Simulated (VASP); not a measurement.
Be2Te:

```
Be Te
1.0
     0.00000    2.86530    2.86530
     2.86530    0.00000    2.86530
     2.86530    2.86530    0.00000
Be Te
2 1
Direct
  0.25000 0.25000 0.25000
  0.75000 0.75000 0.75000
  0.00000 0.00000 0.00000
```

- Program: VASP 6.6.1
- Task: relaxation of cell and atoms
- Functional: PBE
- Potentials or basis: VASP PAW PBE potentials, release 64 (Be, Te)
- Cutoff: 600 eV
- k mesh: 6 × 6 × 6
- Occupations: gaussian, width 0.1 eV
- Spin: no spin polarisation

At the start: pressure 12.0 GPa; volume 15.68 Å³/atom.

Question: Where does the relaxation end?

Answer: Over 3 steps the energy falls by 97.7 meV/atom and the volume is 18.71 Å³/atom (+19.3 %); space group Fm-3m (No. 225, to 0.1 Å) before and after.

Step by step:
| step | energy change (eV) | largest force (eV/Å) | pressure (GPa) | volume (Å³) |
| --- | --- | --- | --- | --- |
| 1 | 0.0000 | 0.0000 | 12.04 | 47.05 |
| 2 | -0.2923 | 0.0000 | 0.47 | 55.54 |
| 3 | -0.2931 | 0.0000 | -0.05 | 56.12 |

Final structure:
```yaml
crystal:
  lattice:
    - [0.00000, 3.03882, 3.03882]
    - [3.03882, 0.00000, 3.03882]
    - [3.03882, 3.03882, 0.00000]
  atoms:
    - { symbol: Be, position: [0.25000, 0.25000, 0.25000] }
    - { symbol: Be, position: [0.75000, 0.75000, 0.75000] }
    - { symbol: Te, position: [0.00000, 0.00000, 0.00000] }
```

Caveat: the volume moved by over 15 % at a fixed basis, so the end points are rough.
